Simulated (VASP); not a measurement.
Input of a VASP 6.6.1 run:

File INCAR:

```
SYSTEM = HfB2
ALGO     = Normal         ! electronic algorithm
EDIFF    = 1E-6           ! SCF threshold, eV
ENCUT    = 520            ! plane-wave cutoff, eV
GGA      = PE             ! functional
ISIF     = 2              ! what is computed and relaxed
ISMEAR   = 0              ! smearing method
LASPH    = .True.         ! aspherical terms in the spheres
LCHARG   = .False.        ! write CHGCAR
LREAL    = .False.        ! projectors in reciprocal space
LWAVE    = .False.        ! write WAVECAR
NBANDS   = 15             ! bands
NELM     = 100            ! most SCF steps
PREC     = Accurate       ! precision mode
SIGMA    = 0.1            ! smearing width, eV
```

Contents of KPOINTS:

```
k-points
0
Gamma
  6 6 4
  0 0 0
```

Contents of POSCAR:

```
HfB2
1.0
    2.8886034679      0.0000000000      0.0000000000
   -1.4443017339      2.5016039847      0.0000000000
    0.0000000000      0.0000000000      3.2081388895
Hf B
1 2
Direct
    0.0000000000      0.0000000000      0.0000000000
    0.3333333333      0.6666666667      0.5000000000
    0.6666666667      0.3333333333      0.5000000000
```

Potentials or basis: VASP PAW PBE potentials, release 64 (Hf_pv, B).

Launch:

```sh
$ cat potpaw_PBE.64/Hf_pv/POTCAR potpaw_PBE.64/B/POTCAR > POTCAR
$ mpirun -np 1 vasp_std > vasp.out
```

Predict the band gap on the k mesh.

zero (band 8 reaches 10.15 eV, above the bottom of band 9 at 9.37 eV).

What does it give for the pressure?

104.5 GPa.

Stress tensor (GPa, compression positive):
```
108.43   0.00   0.00
  0.00 108.43   0.00
  0.00   0.00  96.51
```

Caveat: the k points lie up to 0.49 Å⁻¹ apart; spin-orbit coupling is left out, which moves the levels of the heavy elements.
